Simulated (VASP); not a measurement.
# Hg2S2 in VASP: further runs

Hg2S2 is run at these levels: PBE; tasks: single point.

All numbers are computed with VASP 6.6.1; they aren't measurements. Logs are shortened: lines on timing, memory, paths and dates and some standing lists are left out, and cuts for length are marked.

## (1) The cell of the first run

The cell holds a molecule in a box, 4 atoms: a = 11.300 Å, b = 9.000 Å, c = 13.760 Å, α = 90.00°, β = 90.00°, γ = 90.00°.

## (2) Single point, PBE

INCAR reads:

```
PREC     = Accurate       # precision mode
ENCUT    = 520            # plane-wave cutoff, eV
EDIFF    = 1E-6           # SCF threshold, eV
ISMEAR   = 0              # smearing method
SIGMA    = 0.01           # smearing width, eV
LREAL    = F              # projectors in reciprocal space
LASPH    = T              # aspherical terms in the spheres
NELM     = 80             # most SCF steps
ALGO     = Normal         # electronic algorithm
ISIF     = 2              # what is computed and relaxed
LWAVE    = F              # write WAVECAR
LCHARG   = T              # write CHGCAR
GGA      = PE             # functional
LELF     = T              # ELF
LVHAR    = T            
NBANDS   = 26             # bands
```

KPOINTS reads:

```
Automatic mesh
0
Gamma
  1 1 1
```

POSCAR reads:

```
HgS
1.0
   11.3000000000      0.0000000000      0.0000000000
    0.0000000000      9.0000000000      0.0000000000
    0.0000000000      0.0000000000     13.7600000000
Hg S
2 2
Direct
    0.4999743400      0.5000000000      0.6730298000
    0.4999743400      0.5000000000      0.3270348800
    0.6017185800      0.5000000000      0.5000319800
    0.3982300900      0.5000000000      0.5000319800
```

Potentials or basis: VASP PAW PBE potentials, release 64 (Hg, S).

On the command line:

```bash
> cat potpaw_PBE.64/Hg/POTCAR potpaw_PBE.64/S/POTCAR > POTCAR
> mpirun -np 1 vasp_gam > vasp.out
```

OUTCAR:

```text
PREC = Accurate
   ENCUT = 520
   EDIFF = 1E-6
   ISMEAR = 0
   LREAL = F
   LASPH = T
   NELM = 80
   ISIF = 2
   GGA = PE

 ion  position               nearest neighbor table
   1  0.500  0.500  0.673-   3 2.64   4 2.64
   2  0.500  0.500  0.327-   3 2.64   4 2.64
   3  0.602  0.500  0.500-   4 2.30   2 2.64   1 2.64
   4  0.398  0.500  0.500-   3 2.30   2 2.64   1 2.64

  LATTYP: Found a simple orthorhombic cell.
 ALAT       =     9.0000000000
 B/A-ratio  =     1.2555555556
 C/A-ratio  =     1.5288888889

  Lattice vectors:

 A1 = (   0.0000000000,  -9.0000000000,   0.0000000000)
 A2 = (  11.3000000000,   0.0000000000,   0.0000000000)
 A3 = (   0.0000000000,   0.0000000000,  13.7600000000)

Analysis of symmetry for initial positions (statically):
=====================================================================
 Subroutine PRICEL returns:
 Original cell was already a primitive cell.

 Routine SETGRP: Setting up the symmetry group for a
 simple orthorhombic supercell.

 Subroutine GETGRP returns: Found  8 space group operations
 (whereof  2 operations were pure point group operations)
 out of a pool of  8 trial point group operations.

The static configuration has the point symmetry C_1h.
 The point group associated with its full space group is D_2h.

Analysis of symmetry for dynamics (positions and initial velocities):
=====================================================================
 Subroutine PRICEL returns:
 Original cell was already a primitive cell.

 Routine SETGRP: Setting up the symmetry group for a
 simple orthorhombic supercell.

 Subroutine GETGRP returns: Found  8 space group operations
 (whereof  2 operations were pure point group operations)
 out of a pool of  8 trial point group operations.

The dynamic configuration has the point symmetry C_1h.
 The point group associated with its full space group is D_2h.

 Subroutine INISYM returns: Found  8 space group operations
 (whereof  2 operations are pure point group operations),
 and found     1 'primitive' translations

----------------------------------------------------------------------------------------

                                     Primitive cell

  volume of cell :    1399.3920

  direct lattice vectors                    reciprocal lattice vectors
    11.300000000  0.000000000  0.000000000     0.088495575  0.000000000  0.000000000
     0.000000000  9.000000000  0.000000000     0.000000000  0.111111111  0.000000000
     0.000000000  0.000000000 13.760000000     0.000000000  0.000000000  0.072674419

  length of vectors
    11.300000000  9.000000000 13.760000000     0.088495575  0.111111111  0.072674419

  position of ions in fractional coordinates (direct lattice)
     0.499974340  0.500000000  0.673029800
     0.499974340  0.500000000  0.327034880
     0.601718580  0.500000000  0.500031980
     0.398230090  0.500000000  0.500031980

  ion indices of the primitive-cell ions
   primitive index   ion index
                 1           1
                 2           2
                 3           3
                 4           4

----------------------------------------------------------------------------------------

 KPOINTS: Automatic mesh

Automatic generation of k-mesh.
 Grid dimensions read from file:
 generate k-points for:    1    1    1

 Generating k-lattice:

  Cartesian coordinates                     Fractional coordinates (reciprocal lattice)
     0.088495575  0.000000000  0.000000000     1.000000000  0.000000000  0.000000000
     0.000000000  0.111111111  0.000000000     0.000000000  1.000000000  0.000000000
     0.000000000  0.000000000  0.072674419     0.000000000  0.000000000  1.000000000

  Length of vectors
     0.088495575  0.111111111  0.072674419

  Shift w.r.t. Gamma in fractional coordinates (k-lattice)
     0.000000000  0.000000000  0.000000000

 Subroutine IBZKPT returns following result:
 ===========================================

 Found      1 irreducible k-points:

 Following reciprocal coordinates:
            Coordinates               Weight
  0.000000  0.000000  0.000000      1.000000
   k-points           NKPTS =      1   k-points in BZ     NKDIM =      1   number of bands    NBANDS=     26
   number of dos      NEDOS =    301   number of ions     NIONS =      4
   total plane-waves  NPLWV = 635040
   dimension x,y,z NGX =    84 NGY =   70 NGZ =  108
   dimension x,y,z NGXF=   168 NGYF=  140 NGZF=  216
   ions per type =               2   2
   NGX,Y,Z   is equivalent  to a cutoff of  12.36, 12.93, 13.05 a.u.
   NGXF,Y,Z  is equivalent  to a cutoff of  24.72, 25.86, 26.10 a.u.
 SYSTEM =  unknown system
   PREC   = accura    normal or accurate (medium, high low for compatibility)
   ISTART =      0    job   : 0-new  1-cont  2-samecut
   ICHARG =      2    charge: 1-file 2-atom 10-const
   ISPIN  =      1    spin polarized calculation?
   LNONCOLLINEAR =      F non collinear calculations
   LSORBIT =      F    spin-orbit coupling
   LASPH  =      T    aspherical Exc in radial PAW
   ENCUT  =  520.0 eV  38.22 Ry    6.18 a.u.  21.01 16.73 25.58*2*pi/ulx,y,z
   NELM   =     80;   NELMIN=  2; NELMDL= -5     # of ELM steps
   EDIFF  = 0.1E-05   stopping-criterion for ELM
   LREAL  =      F    real-space projection
   EDIFFG = 0.1E-04   stopping-criterion for IOM
   NSW    =      0    number of steps for IOM
   IBRION =     -1    ionic relax: 0-MD 1-quasi-New 2-CG
   NFREE  =      0    steps in history (QN), initial steepest desc. (CG)
   ISIF   =      2    stress and relaxation
   ISYM   =      2    0-nonsym 1-usesym 2-fastsym
   POTIM  = 0.5000    time-step for ionic-motion
   TEBEG  =    0.0;   TEEND  =   0.0 temperature during run
   PSTRESS=    0.0 pullay stress
   NELECT =      36.0000    total number of electrons
   NUPDOWN=      -1.0000    fix difference up-down
   EMIN   =  10.00;   EMAX   =-10.00  energy-range for DOS
   EFERMI =   0.00;   METHOD = LEGACY
   ISMEAR =     0;   SIGMA  =   0.01  broadening in eV -4-tet -1-fermi 0-gaus
   EFERMI_NEDOS =   21; number of points for ismear=-14 and -15
   IALGO  =     38    algorithm
   IMIX   =      4    mixing-type and parameters
     AMIX     =   0.40;   BMIX     =  1.00
     AMIX_MAG =   1.60;   BMIX_MAG =  1.00
  volume/ion in A,a.u.               =     349.85      2360.89
  Fermi-wavevector in a.u.,A,eV,Ry     =   0.483277  0.913261  3.177727  0.233556
  Thomas-Fermi vector in A             =   1.482354
   LORBIT       =      0    0 simple, 1 ext, 2 COOP (PROOUT), +10 PAW based schemes
   GGA     = PE    functional components
   LHFCALC =     F    Hartree Fock is set to
   AEXX    =    0.0000 exact exchange contribution
   IVDW    =     0    specifies the selected vdW correction
   LEPSILON=     F    determine dielectric tensor
   LRPA    =     F    only Hartree local field effects (RPA)
 non-spin polarized calculation
 Gauss-broadening in eV      SIGMA  =   0.01
  energy-cutoff  :      520.00
  volume of cell :     1399.39
 maximum number of plane-waves:     18827
   NGX = 43   NGY = 33   NGZ = 51

 number of electron      35.9999998 magnetization

 Free energy of the ion-electron system (eV)
  ---------------------------------------------------
  ext. energy  EPLUGINS =         0.00000000
  ---------------------------------------------------
  free energy    TOTEN  =        -5.58219703 eV

  energy without entropy =       -5.57910303  energy(sigma->0) =       -5.58065003

 E-fermi :  -4.3837     XC(G=0):  -1.4434

 val. band max:       -4.3951180749   @ k =   0.0000   0.0000   0.0000
 cond. band min:      -4.3723681072   @ k =   0.0000   0.0000   0.0000
 fundamental gap:      0.0227499677
 Fermi energy:        -4.3837430910

 k-point     1 :       0.0000    0.0000    0.0000
  band No.  band energies     occupation
      1     -17.9109      2.00000
      2     -14.9066      2.00000
      3     -11.0301      2.00000
      4     -10.7301      2.00000
      5     -10.4908      2.00000
      6     -10.4507      2.00000
[... 18 lines left out ...]
     25       0.2669      0.00000
     26       0.4928      0.00000

------------------------ aborting loop because EDIFF is reached ----------------------------------------

  FORCE on cell =-STRESS in cart. coord.  units (eV):
  Direction    XX          YY          ZZ          XY          YZ          ZX
  --------------------------------------------------------------------------------------
  -------------------------------------------------------------------------------------
  Total       -1.0320300      0.0079071     -0.4907760      0.0000000      0.0000000      0.0000000
  in kB       -1.1815810      0.0090529     -0.5618942      0.0000000      0.0000000      0.0000000
  external PRESSURE =      -0.5781408 kB  Pullay stress =       0.0000000 kB

 VOLUME and BASIS-vectors are now :
 -----------------------------------------------------------------------------
  energy-cutoff  :      520.00
  volume of cell :     1399.39
      direct lattice vectors                 reciprocal lattice vectors
    11.300000000  0.000000000  0.000000000     0.088495575  0.000000000  0.000000000
     0.000000000  9.000000000  0.000000000     0.000000000  0.111111111  0.000000000
     0.000000000  0.000000000 13.760000000     0.000000000  0.000000000  0.072674419

 POSITION                                       TOTAL-FORCE (eV/Angst)
 -----------------------------------------------------------------------------------
      5.64971      4.50000      9.26089        -0.000000      0.000000     -0.088192
      5.64971      4.50000      4.50000        -0.000000      0.000000      0.088192
      6.79942      4.50000      6.88044        -0.437737      0.000000     -0.000000
      4.50000      4.50000      6.88044         0.437737      0.000000     -0.000000
 -----------------------------------------------------------------------------------
    total drift:                                0.000071      0.000000      0.005246

  FREE ENERGIE OF THE ION-ELECTRON SYSTEM (eV)
  ---------------------------------------------------
  free  energy   TOTEN  =        -5.5821970326 eV

  energy  without entropy=       -5.5791030325  energy(sigma->0) =       -5.58065003
```

It took 2.6 min on 1 thread of Intel Xeon Platinum 8259CL at 2.50GHz (Skylake/Cascade Lake), shared host; peak memory 1.1 GiB.

Results:

| Item | Value |
| --- | --- |
| Free energy | -5.5822 eV |
| Largest force | 0.438 eV/Å |
| Gap between the frontier levels | 0.02 eV |

Forces in eV/Å, atoms in the order of the input:
```
Hg   0.000  0.000 -0.088
Hg   0.000  0.000  0.088
S   -0.438  0.000  0.000
S    0.438  0.000  0.000
```

Caveat: spin-orbit coupling is left out, which moves the levels of the heavy elements.

(Continued in part 2 of 2.)
